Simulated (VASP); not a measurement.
A run of VASP 6.6.1 is set up as follows.

Contents of INCAR:

```
SYSTEM = CaO
ALGO = Normal
EDIFF = 1E-6
ENCUT = 520
GGA = PE
ISIF = 2
ISMEAR = -1
LASPH = .True.
LCHARG = .False.
LREAL = .False.
LWAVE = .False.
NBANDS = 15
NELM = 80
PREC = Accurate
SIGMA = 0.02
```

KPOINTS

```
k-points
0
Gamma
  8 8 8
  0 0 0
```

Contents of POSCAR:

```
CaO
1.0
    0.0444882217      2.6512199633      2.6512199633
    2.6512199633      0.0444882217      2.6512199633
    2.6512199633      2.6512199633      0.0444882217
Ca O
1 1
Direct
    0.0013231338      0.0013231338      0.0013231338
    0.2486768662      0.2486768662      0.2486768662
```

Potentials or basis: VASP PAW PBE potentials, release 64 (Ca_sv, O).

Launch:

```console
$ cat potpaw_PBE.64/Ca_sv/POTCAR potpaw_PBE.64/O/POTCAR > POTCAR
$ mpirun -np 1 vasp_std > vasp.out
```

(1) What does it give for the pressure?

(2) Predict the band gap on the k mesh.

## Answers

(1) -0.2 GPa.

(2) 3.22 eV, indirect (least direct gap 3.79 eV).

Caveat: the cell differs from its parent crystal (strain along [111] +2.6%).
